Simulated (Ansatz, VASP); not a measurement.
## Co in VASP and in Ansatz

```
Co
1.0
     2.47200    0.00000    0.00000
    -1.23600    2.14081    0.00000
     0.00000    0.00000    4.02114
Co
2
Direct
  0.66667 0.33333 0.75000
  0.33333 0.66667 0.25000
```

Alike in both runs: task single point; functional PBEsol; k mesh 12 × 12 × 7; occupations fermi-dirac, width 0.05 eV; collinear spin.

|  | VASP | Ansatz |
| --- | --- | --- |
| version | VASP 6.6.1 | Ansatz 0.2.0 |
| potentials or method | VASP PAW PBE potentials, release 64 (Co), cutoff 520 eV | all-electron LAPW, scalar-relativistic |

Ansatz gave:

```
gap on the k mesh at the Fermi level (eV)                     : none
pressure (GPa)                                                : -5.8
traceless stress, the component that is largest in VASP (GPa) : -1.88
net moment per atom (μB)                                      : 1.60
size of the moment on the site where the two differ most (μB) : 1.65
```

**Question.** What did VASP give for the same quantities?

**Answer.** gap on the k mesh at the Fermi level (eV): none; pressure (GPa): -14.7; traceless stress, the component that is largest in VASP (GPa): -1.18; net moment per atom (μB): 0.00; size of the moment on the site where the two differ most (μB): 0.76.

The net moments are unlike, so the other rows may belong to different states. VASP's potentials were made for PBE, not for PBEsol. Site moments also hang on the region over which each program counts them. A gap of «none» marks a metal or a gap that the smearing closes. Ansatz ran all-electron here, and VASP with PAW potentials.
